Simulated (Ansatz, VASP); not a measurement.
# Two plane-wave programs on Ag

INCAR

```
ALGO = Fast
EDIFF = 1E-6
ENCUT = 520
GGA = PS
ISIF = 2
ISMEAR = 0
LASPH = T
LCHARG = T
LELF = T
LREAL = F
LVHAR = T
LWAVE = F
NBANDS = 12
NELM = 80
PREC = Accurate
SIGMA = 0.15
```

File KPOINTS:

```
k-points
0
Gamma
  20 20 20
```

File POSCAR:

```
Ag
1.0
    0.0000000000      2.0431000000      1.9409450000
    2.0431000000      0.0000000000      1.9409450000
    2.0431000000      2.0431000000      0.0000000000
Ag
1
Direct
    0.0000000000      0.0000000000      0.0000000000
```

Input for Ansatz:

```yaml
crystal:
  lattice:
    - [0.0, 2.0431, 1.940945]
    - [2.0431, 0.0, 1.940945]
    - [2.0431, 2.0431, 0.0]
  atoms:
    - { symbol: Ag, position: [0.0, 0.0, 0.0] }
basis:
  ecutwfc: 420
kpoints:
  mp_grid: { grid: [20, 20, 20] }
hamiltonian:
  xc: pbesol
scf:
  occupations: { method: gaussian, width: 0.15 }
output:
  forces: true
  stress: true
  eigenvalues: true
```

Change from the starting cell: strain -0.0500 x Voigt [0, 0, 1, 0, 0, 0], atoms carried along.

Alike in both runs: task single point; functional PBEsol; k mesh 20 × 20 × 20; occupations gaussian, width 0.15 eV; no spin polarisation.

```csv
,VASP,Ansatz
version,VASP 6.6.1,Ansatz 0.2.0
potentials or method,"VASP PAW PBE potentials, release 64 (Ag), cutoff 520 eV","scalar-relativistic, plane waves, PAW"
valence electrons in the cell,11,19
```

|  | VASP | Ansatz | Ansatz less VASP |
| --- | --- | --- | --- |
| gap on the k mesh at the Fermi level (eV) | none | none | - |
| pressure (GPa) | 3.5 | 3.7 | +0.13 |
| traceless stress, the component that is largest in VASP (GPa) | 1.35 | 1.36 | +0.007 |

VASP's potentials were made for PBE, not for PBEsol. A gap of «none» marks a metal or a gap that the smearing closes. VASP's potentials hold 11 valence electrons a cell and Ansatz's 19, so a difference there can come from the potentials and not from the codes.
